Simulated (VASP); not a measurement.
# TiTe2 (1T) (P-3m1) in VASP: a series of runs

The runs below take TiTe2 (1T) through relaxation of cell and atoms, with PBE.

All numbers are computed with VASP 6.6.1; they aren't measurements. Logs are shortened: lines on timing, memory, paths and dates and some standing lists are left out, and cuts for length are marked.

## 1. The cell of the first run

The structure is trigonal, space group P-3m1 (No. 164). Conventional cell: a = 3.642 Å, b = 3.642 Å, c = 6.268 Å, α = 90.00°, β = 90.00°, γ = 120.00°. Within 3.6 Å of Ti (site symmetry -3m) lie 6 Te at 2.73 Å. Within 3.6 Å of Te (site symmetry 3m) lie 3 Ti at 2.73 Å and 3 Te at 3.50 Å.

## 2. Relaxation of cell and atoms, PBE, target pressure 8 GPa, at which the enthalpy is minimised

File INCAR:

```
SYSTEM = TiTe2
  PREC = Accurate
  ENCUT = 600
  EDIFF = 1E-7
  ISMEAR = 0
  SIGMA = 0.03
  LREAL = .FALSE.
  LASPH = .TRUE.
  NELM = 100
  ALGO = Normal
  ISIF = 3
  LWAVE = .FALSE.
  LCHARG = .FALSE.
  GGA = PE
  IBRION = 2
  NSW = 80
  EDIFFG = -0.002
  PSTRESS = 80.0
```

File KPOINTS:

```
regular mesh
0
G
  12 12 8
  0 0 0
```

File POSCAR:

```
TiTe2
1.0
    3.6423901924      0.0000000000      0.0000000000
   -1.8211950962      3.1544024371      0.0000000000
    0.0000000000      0.0000000000      6.2683169134
Ti Te
1 2
Direct
    0.0000000000      0.0000000000      0.0000000000
    0.3333333333      0.6666666667      0.2769674296
    0.6666666667      0.3333333333      0.7230325704
```

Potentials or basis: VASP PAW PBE potentials, release 64 (Ti_sv, Te).

The run is started by

```console
cat potpaw_PBE.64/Ti_sv/POTCAR potpaw_PBE.64/Te/POTCAR > POTCAR
mpirun -np 1 vasp_std > vasp.out
```

OUTCAR:

```text
SYSTEM = TiTe2
   PREC = Accurate
   ENCUT = 600
   EDIFF = 1E-7
   ISMEAR = 0
   LREAL = .FALSE.
   LASPH = .TRUE.
   NELM = 100
   ISIF = 3
   GGA = PE
   IBRION = 2
   NSW = 80
   EDIFFG = -0.002
   PSTRESS = 80.0

 ion  position               nearest neighbor table
   1  0.000  0.000  0.000-   2 2.73   3 2.73   2 2.73   3 2.73   3 2.73   2 2.73
   2  0.333  0.667  0.277-   1 2.73   1 2.73   1 2.73   3 3.50   3 3.50   3 3.50
   3  0.667  0.333  0.723-   1 2.73   1 2.73   1 2.73   2 3.50   2 3.50   2 3.50

  LATTYP: Found a hexagonal cell.
 ALAT       =     3.6423901924
 C/A-ratio  =     1.7209350405

  Lattice vectors:

 A1 = (   3.6423901924,   0.0000000000,   0.0000000000)
 A2 = (  -1.8211950962,   3.1544024371,   0.0000000000)
 A3 = (   0.0000000000,   0.0000000000,   6.2683169134)

Analysis of symmetry for initial positions (statically):
=====================================================================
 Subroutine PRICEL returns:
 Original cell was already a primitive cell.

 Routine SETGRP: Setting up the symmetry group for a
 hexagonal supercell.

 Subroutine GETGRP returns: Found 12 space group operations
 (whereof 12 operations were pure point group operations)
 out of a pool of 24 trial point group operations.

The static configuration has the point symmetry D_3d.

Analysis of symmetry for dynamics (positions and initial velocities):
=====================================================================
 Subroutine PRICEL returns:
 Original cell was already a primitive cell.

 Routine SETGRP: Setting up the symmetry group for a
 hexagonal supercell.

 Subroutine GETGRP returns: Found 12 space group operations
 (whereof 12 operations were pure point group operations)
 out of a pool of 24 trial point group operations.

The dynamic configuration has the point symmetry D_3d.

 Subroutine INISYM returns: Found 12 space group operations
 (whereof 12 operations are pure point group operations),
 and found     1 'primitive' translations

----------------------------------------------------------------------------------------

                                     Primitive cell

  volume of cell :      72.0202

[... 89 lines left out ...]
   NELM   =    100;   NELMIN=  2; NELMDL= -5     # of ELM steps
   EDIFF  = 0.1E-06   stopping-criterion for ELM
   LREAL  =      F    real-space projection
   EDIFFG = -.2E-02   stopping-criterion for IOM
   NSW    =     80    number of steps for IOM
   IBRION =      2    ionic relax: 0-MD 1-quasi-New 2-CG
   NFREE  =      1    steps in history (QN), initial steepest desc. (CG)
   ISIF   =      3    stress and relaxation
   ISYM   =      2    0-nonsym 1-usesym 2-fastsym
   POTIM  = 0.5000    time-step for ionic-motion
   TEBEG  =    0.0;   TEEND  =   0.0 temperature during run
   PSTRESS=   80.0 pullay stress
   NELECT =      24.0000    total number of electrons
   NUPDOWN=      -1.0000    fix difference up-down
   EMIN   =  10.00;   EMAX   =-10.00  energy-range for DOS
   EFERMI =   0.00;   METHOD = LEGACY
   ISMEAR =     0;   SIGMA  =   0.03  broadening in eV -4-tet -1-fermi 0-gaus
   EFERMI_NEDOS =   21; number of points for ismear=-14 and -15
   IALGO  =     38    algorithm
   IMIX   =      4    mixing-type and parameters
     AMIX     =   0.40;   BMIX     =  1.00
     AMIX_MAG =   1.60;   BMIX_MAG =  1.00
  volume/ion in A,a.u.               =      24.01       162.01
  Fermi-wavevector in a.u.,A,eV,Ry     =   1.134994  2.144829 17.527194  1.288212
  Thomas-Fermi vector in A             =   2.271699
   LORBIT       =      0    0 simple, 1 ext, 2 COOP (PROOUT), +10 PAW based schemes
   GGA     = PE    functional components
   LHFCALC =     F    Hartree Fock is set to
   AEXX    =    0.0000 exact exchange contribution
   IVDW    =     0    specifies the selected vdW correction
   LEPSILON=     F    determine dielectric tensor
   LRPA    =     F    only Hartree local field effects (RPA)
 conjugate gradient relaxation of ions
 non-spin polarized calculation
 Gauss-broadening in eV      SIGMA  =   0.03
  energy-cutoff  :      600.00
  volume of cell :       72.02
 maximum number of plane-waves:      2437
 NGX is ok and might be reduce to    30
   NGX = 15   NGY = 15   NGZ = 25

--------------------------------------- Ionic step        1  -------------------------------------------

 number of electron      23.9999995 magnetization

 Free energy of the ion-electron system (eV)
  ---------------------------------------------------
  ext. energy  EPLUGINS =         0.00000000
  ---------------------------------------------------
  free energy    TOTEN  =       -16.04714616 eV

  energy without entropy =      -16.04677378  energy(sigma->0) =      -16.04695997

------------------------ aborting loop because EDIFF is reached ----------------------------------------

  FORCE on cell =-STRESS in cart. coord.  units (eV):
  Direction    XX          YY          ZZ          XY          YZ          ZX
  --------------------------------------------------------------------------------------
  -------------------------------------------------------------------------------------
  Total        2.6765130      2.6765130      2.6860683      0.0000000     -0.0000000      0.0000000
  in kB       59.5422761     59.5422761     59.7548445      0.0000000     -0.0000000      0.0000000
  external PRESSURE =     -20.3868677 kB  Pullay stress =      80.0000000 kB
[... 299 lines left out ...]
--------------------------------------- Ionic step        9  -------------------------------------------

 number of electron      23.9999999 magnetization

 Free energy of the ion-electron system (eV)
  ---------------------------------------------------
  ext. energy  EPLUGINS =         0.00000000
  ---------------------------------------------------
  free energy    TOTEN  =       -15.95398256 eV

  energy without entropy =      -15.95360359  energy(sigma->0) =      -15.95379308

 E-fermi :   8.6470     XC(G=0): -10.5657

 val. band max:        8.6344394639   @ k =   0.4167  -0.0000   0.2500
 cond. band min:       8.6573952201   @ k =   0.3333   0.0000   0.0000
 fundamental gap:      0.0229557562
 Fermi energy:         8.6469748302

 k-point     1 :       0.0000    0.0000    0.0000
  band No.  band energies     occupation
      1     -48.5580      2.00000
      2     -24.8327      2.00000
      3     -24.8327      2.00000
      4     -24.8137      2.00000
      5      -4.6656      2.00000
      6      -2.5883      2.00000
[... 433 lines left out ...]
      3     -24.8368      2.00000
      4     -24.8094      2.00000
      5      -4.2546      2.00000
      6      -2.4933      2.00000
[... 8 lines left out ...]
     15      10.3352      0.00000
     16      11.6363      0.00000

 [... further k-points ...]
[... 5 lines left out ...]
  --------------------------------------------------------------------------------------
  -------------------------------------------------------------------------------------
  Total        3.4913597      3.4913597      3.4915748      0.0000000      0.0000000      0.0000000
  in kB       80.0645824     80.0645824     80.0695164      0.0000000      0.0000000      0.0000000
  external PRESSURE =       0.0662271 kB  Pullay stress =      80.0000000 kB
[... 22 lines left out ...]
  energy  without entropy=      -15.9536035927  energy(sigma->0) =      -15.95379308

  enthalpy is  TOTEN    =       -12.4654391073 eV   P V=        3.4885434554

 reached required accuracy - stopping structural energy minimisation
```

Run time: 15 min. Hardware: 1 thread of Intel Xeon Platinum 8488C (Sapphire Rapids), shared host; peak memory 0.35 GiB.

Results:

```
Free energy                                            : -15.9540 eV
Relaxed volume                                         : 23.29 Å³/atom
Relaxed cell                                           : a = 3.607 Å, b = 3.607 Å, c = 6.200 Å, α = 90.00°, β = 90.00°, γ = 120.00°
Space group after relaxing (to 0.05 Å)                 : P-3m1 (No. 164)
Energy change on relaxing (the enthalpy is what falls) : +31.1 meV/atom
Ionic steps                                            : 9
Pressure after relaxing                                : 8.0 GPa
Band gap on the k mesh                                 : zero (band 12 reaches 9.16 eV, above the bottom of band 13 at 8.30 eV)
```

Step by step:
```tsv
step	energy change (eV)	largest force (eV/Å)	pressure (GPa)	volume (Å³)
1	0.0000	0.0118	5.96	72.02
2	0.1572	0.3978	10.28	68.88
3	0.0683	0.1985	8.01	70.45
4	0.0786	0.1114	8.01	70.19
5	0.0918	0.0162	8.02	69.90
6	0.0912	0.0039	7.97	69.91
7	0.0908	0.0059	7.93	69.91
8	0.0970	0.0129	8.12	69.79
9	0.0932	0.0013	8.01	69.87
```

Final structure:
```xyz
3
Lattice="3.6072 0.0000 0.0000 -1.8036 3.1239 0.0000 0.0000 0.0000 6.2002" Properties=species:S:1:pos:R:3 pbc="T T T"
Ti    0.0000    0.0000    0.0000
Te    0.0000    2.0826    1.7387
Te    1.8036    1.0413    4.4615
```

Levels at points of the mesh, in eV from the Fermi level:
```
           k point  band 9  band 10  band 11  band 12  band 13  band 14  band 15  band 16
(0.00, 0.00, 0.00)   -1.57     0.15     0.52     0.52     1.04     1.54     1.54     3.15
(0.50, 0.00, 0.00)   -3.17    -2.68    -1.70    -1.30    -0.10     1.47     1.83     2.52
(0.00, 0.00, 0.50)   -1.43    -1.43     0.50     0.50     0.92     0.92     1.26     3.95
(0.50, 0.00, 0.50)   -2.79    -2.23    -0.80    -0.54    -0.28     1.46     1.86     2.57
```

Caveat: the cell is relaxed towards a set pressure, so the enthalpy falls and the energy may rise; spin-orbit coupling is left out, which moves the levels of the heavy elements.

## 3. Relaxation of cell and atoms, PBE, target pressure 2 GPa, at which the enthalpy is minimised

This run uses another cell than the first one, of 28.27 Å³/atom, 1.177 times its volume.

File INCAR:

```
PREC = Accurate
ENCUT = 600
EDIFF = 1E-6
ISMEAR = 0
SIGMA = 0.03
LREAL = F
LASPH = T
NELM = 100
ALGO = Normal
ISIF = 3
LWAVE = F
LCHARG = F
GGA = PE
IBRION = 2
NSW = 80
EDIFFG = -0.002
PSTRESS = 20.0
```

File KPOINTS:

```
regular mesh
0
Gamma
  12 12 8
```

File POSCAR:

```
TiTe2
1.0
    3.7700448474      0.0000000000      0.0000000000
   -1.8850224237      3.2649546112      0.0000000000
    0.0000000000      0.0000000000      6.8894534381
Ti Te
1 2
Direct
    0.0000000000      0.0000000000      0.0000000000
    0.3333333333      0.6666666667      0.2510653612
    0.6666666667      0.3333333333      0.7489346388
```

Potentials or basis: VASP PAW PBE potentials, release 64 (Ti_sv, Te).

The run is started by

```console
cat potpaw_PBE.64/Ti_sv/POTCAR potpaw_PBE.64/Te/POTCAR > POTCAR
mpirun -np 1 vasp_std > vasp.out
```

Wall time 17 min (1 thread of AMD EPYC 9R45 (Zen 5), shared host); peak memory 0.36 GiB.

Results (log left out):

```
Free energy                                            : -16.1870 eV
Relaxed volume                                         : 25.96 Å³/atom
Relaxed cell                                           : a = 3.722 Å, b = 3.722 Å, c = 6.492 Å, α = 90.00°, β = 90.00°, γ = 120.00°
Space group after relaxing (to 0.05 Å)                 : P-3m1 (No. 164)
Energy change on relaxing (the enthalpy is what falls) : +11.2 meV/atom
Ionic steps                                            : 11
Pressure after relaxing                                : 2.0 GPa
Band gap on the k mesh                                 : zero (band 12 reaches 7.64 eV, above the bottom of band 13 at 6.85 eV)
```

The path:
| step | energy change (eV) | largest force (eV/Å) | pressure (GPa) | volume (Å³) |
| --- | --- | --- | --- | --- |
| 1 | 0.0000 | 0.0102 | 0.00 | 84.80 |
| 2 | 0.0425 | 0.4954 | 3.35 | 80.54 |
| 3 | 0.0163 | 0.3057 | 2.01 | 82.12 |
| 4 | 0.0166 | 0.2457 | 2.01 | 81.50 |
| 5 | 0.0285 | 0.0563 | 2.06 | 79.64 |
| 6 | 0.0246 | 0.0270 | 1.85 | 79.29 |
| 7 | 0.0269 | 0.0437 | 1.52 | 78.50 |
| 8 | 0.0608 | 0.1619 | 3.32 | 76.31 |
| 9 | 0.0326 | 0.0050 | 1.93 | 77.99 |
| 10 | 0.0325 | 0.0036 | 1.92 | 78.00 |
| 11 | 0.0337 | 0.0007 | 2.00 | 77.89 |

Final structure:
```
CELL_PARAMETERS angstrom
3.72192 0.00000 0.00000
-1.86096 3.22328 0.00000
0.00000 0.00000 6.49249
ATOMIC_POSITIONS crystal
Ti 0.00000 0.00000 0.00000
Te 0.33333 0.66667 0.26675
Te 0.66667 0.33333 0.73325
```

Levels at points of the mesh, in eV from the Fermi level:
| k point | band 9 | band 10 | band 11 | band 12 | band 13 | band 14 | band 15 | band 16 |
| --- | --- | --- | --- | --- | --- | --- | --- | --- |
| (0.00, 0.00, 0.00) | -1.61 | 0.25 | 0.42 | 0.42 | 0.52 | 1.20 | 1.20 | 3.09 |
| (0.50, 0.00, 0.00) | -2.83 | -2.49 | -1.74 | -1.11 | -0.04 | 1.22 | 1.57 | 2.39 |
| (0.00, 0.00, 0.50) | -1.53 | -1.53 | 0.40 | 0.40 | 0.85 | 0.85 | 1.01 | 3.56 |
| (0.50, 0.00, 0.50) | -2.54 | -2.04 | -1.02 | -0.52 | -0.37 | 1.22 | 1.56 | 2.60 |

Caveat: the cell is relaxed towards a set pressure, so the enthalpy falls and the energy may rise; spin-orbit coupling is left out, which moves the levels of the heavy elements; this functional lacks dispersion, which binds the layers, so the pressure and a relaxed spacing across them are unreliable.
